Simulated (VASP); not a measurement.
## AlN: single point with LDA

The system is AlN.

```
CELL_PARAMETERS angstrom
0.00000 2.18399 2.18399
2.18399 0.00000 2.18399
2.18399 2.18399 0.00000
ATOMIC_POSITIONS crystal
Al 0.00000 0.00000 0.00000
N 0.25000 0.25000 0.25000
```

```
Program             : VASP 6.6.1
Task                : single point
Functional          : LDA
Potentials or basis : VASP PAW LDA potentials, release 64 (Al, N)
Cutoff              : 520 eV
k mesh              : 10 × 10 × 10
Occupations         : fermi-dirac, width 0.05 eV
Spin                : no spin polarisation
```

| Quantity | Value |
| --- | --- |
| Pressure | -3.0 GPa |
| Band gap on the k mesh | 3.22 eV, indirect (least direct gap 4.23 eV) |

Levels at points of the mesh, in eV from the valence-band top:
```tsv
k point	band 1	band 2	band 3	band 4	band 5	band 6	band 7	band 8	band 9
(0.00, 0.00, 0.00)	-14.82	0.00	0.00	0.00	4.23	12.33	12.33	12.33	17.52
(0.50, 0.00, 0.00)	-12.70	-5.91	-0.49	-0.49	7.27	9.77	10.96	10.96	17.74
(0.50, 0.50, 0.00)	-12.04	-4.96	-1.79	-1.79	3.22	8.41	13.75	15.49	15.49
```

It took 8.1 s on 1 thread of Intel(R) Xeon(R) Platinum 8488C (Sapphire Rapids) (shared host), peak memory 0.12 GiB.

A k mesh can miss the band edges.
